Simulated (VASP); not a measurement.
Here is a VASP 6.6.1 calculation.

INCAR

```
SYSTEM = Si
PREC     = Accurate       ! precision mode
ENCUT    = 520            ! plane-wave cutoff, eV
EDIFF    = 1E-6           ! SCF threshold, eV
ISMEAR   = 0              ! smearing method
SIGMA    = 0.01           ! smearing width, eV
LREAL    = .FALSE.        ! projectors in reciprocal space
LASPH    = .TRUE.         ! aspherical terms in the spheres
NELM     = 60             ! most SCF steps
ALGO     = Normal         ! electronic algorithm
ISIF     = 2              ! what is computed and relaxed
LWAVE    = .FALSE.        ! write WAVECAR
LCHARG   = .TRUE.         ! write CHGCAR
GGA      = PE             ! functional
LELF     = .TRUE.         ! ELF
LVHAR    = .TRUE.       
NBANDS   = 11             ! bands
```

KPOINTS

```
Automatic mesh
0
G
  8 8 8
  0 0 0
```

POSCAR

```
Si
1.0
    0.0000000000      2.7350468812      2.7350468812
    2.7350468812      0.0000000000      2.7350468812
    2.7350468812      2.7350468812      0.0000000000
Si
2
Direct
    0.7500000000      0.7500000000      0.7500000000
    0.5000000000      0.5000000000      0.5000000000
```

Potentials or basis: VASP PAW PBE potentials, release 64 (Si).

Run with:

```bash
$ cat potpaw_PBE.64/Si/POTCAR > POTCAR
$ mpirun -np 1 vasp_std > vasp.out
```

What does it give for the pressure?

-0.1 GPa.

What does it give for the band gap on the k mesh?

0.65 eV, indirect (least direct gap 2.56 eV).

A k mesh can miss the band edges. A hybrid or GW would open this gap; PBE tends to underestimate it.
